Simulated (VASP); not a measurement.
MgO:

```
Mg O
1.0
     2.92306    0.00000    0.00000
    -1.46153    2.53144    0.00000
     0.00000    0.00000    5.09210
Mg O
2 2
Direct
  0.00000 0.00000 0.00000
  0.00000 0.00000 0.50000
  0.33333 0.66667 0.25000
  0.66667 0.33333 0.75000
```

Base run:

| Quantity | Value |
| --- | --- |
| Program | VASP 6.6.1 |
| Functional | PBE |
| Potentials or basis | VASP PAW PBE potentials, release 64 (Mg, O) |
| Cutoff | 520 eV |
| k mesh | 12 × 12 × 6 |
| Occupations | fermi-dirac, width 0.02 eV |
| Spin | no spin polarisation |

Its results: band gap on the k mesh 4.45 eV; pressure 5.0 GPa.

**Question.** The run is repeated on the same cell with these changes: functional from PBE to r2SCAN; k mesh from 12 × 12 × 6 to 12 × 12 × 4. What comes out?

**Answer.** Band gap on the k mesh 5.31 eV; pressure -1.1 GPa.

Several settings changed at once.

Caveats: the cell stands under pressure (at least some runs); the PAW data sets were made with another functional, which shifts forces and pressure a little (at least some runs).

A k mesh can miss the band edges.
